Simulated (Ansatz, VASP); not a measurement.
# Ta3N in VASP and in Ansatz

File INCAR:

```
SYSTEM = Ta3N
PREC = Accurate ; ENCUT = 520
EDIFF = 1E-7 ; ISMEAR = -1
SIGMA = 0.05 ; LREAL = .FALSE.
LASPH = .TRUE. ; NELM = 80
ALGO = Normal ; ISIF = 2
LWAVE = .FALSE. ; LCHARG = .FALSE.
GGA = CA ; NBANDS = 27
```

KPOINTS

```
regular mesh
0
G
  10 10 4
  0 0 0
```

POSCAR

```
Ta3N
1.0
    3.0322239879      0.0000000000      0.0000000000
   -1.5161119940      2.6259830035      0.0000000000
    0.0000000000      0.0000000000      7.5241370000
Ta N
3 1
Direct
    0.6666666667      0.3333333333      0.8260700000
    0.3333333333      0.6666666667      0.1739300000
    0.0000000000      0.0000000000      0.5000000000
    0.0000000000      0.0000000000      0.0000000000
```

Contents of input.yaml:

```yaml
crystal:
  lattice:
    - [3.0322239879, 0.0, 0.0]
    - [-1.516111994, 2.6259830035, 0.0]
    - [0.0, 0.0, 7.524137]
  atoms:
    - { symbol: Ta, position: [0.6666666667, 0.3333333333, 0.82607] }
    - { symbol: Ta, position: [0.3333333333, 0.6666666667, 0.17393] }
    - { symbol: Ta, position: [0.0, 0.0, 0.5] }
    - { symbol: "N", position: [0.0, 0.0, 0.0] }
hamiltonian:
  xc: lda
  pseudopotentials: { kind: paw }
kpoints:
  mp_grid: { grid: [10, 10, 4] }
  band_path:
    path:
      - [[0.0, 0.0, 0.0], [0.5, 0.0, 0.0], [0.3333333333, 0.3333333333, 0.0], [0.0, 0.0, 0.0], [0.0, 0.0, 0.5], [0.5, 0.0, 0.5], [0.3333333333, 0.3333333333, 0.5], [0.0, 0.0, 0.5]]
      - [[0.5, 0.0, 0.5], [0.5, 0.0, 0.0]]
      - [[0.3333333333, 0.3333333333, 0.0], [0.3333333333, 0.3333333333, 0.5]]
    npoints: 14
scf:
  occupations: { method: fermi_dirac, width: 0.05 }
  n_extra_bands: 10
output:
  forces: true
  stress: true
  eigenvalues: true
  fatbands: true
```

Alike in both runs: functional LDA; k mesh 10 × 10 × 4; occupations fermi-dirac, width 0.05 eV; no spin polarisation.

|  | VASP | Ansatz |
| --- | --- | --- |
| version | VASP 6.6.1 | Ansatz 0.2.0 |
| potentials or method | VASP PAW LDA potentials, release 64 (Ta_pv, N) | Ansatz PAW |
| plane-wave cutoff (eV) | 520 | 420 |
| valence electrons in the cell | 38 | 44 |
| task | single point | band structure |

```csv
,VASP,Ansatz,Ansatz less VASP
gap on the k mesh at the Fermi level (eV),none,none,-
pressure (GPa),-12.3,-13.3,-1.03
"traceless stress, the component that is largest in VASP (GPa)",0.50,0.45,-0.053
rms of the force components (eV/Å),0.196,0.217,+0.0209
```

LDA's correlation is that of Perdew and Zunger in VASP and of Perdew and Wang (1992) in Ansatz. Atom by atom the forces differ by 0.021 eV/Å (rms over components). A gap of «none» marks a metal or a gap that the smearing closes. VASP's potentials hold 38 valence electrons a cell and Ansatz's 44, so a difference there can come from the potentials and not from the codes.

Spin-orbit coupling is off throughout.
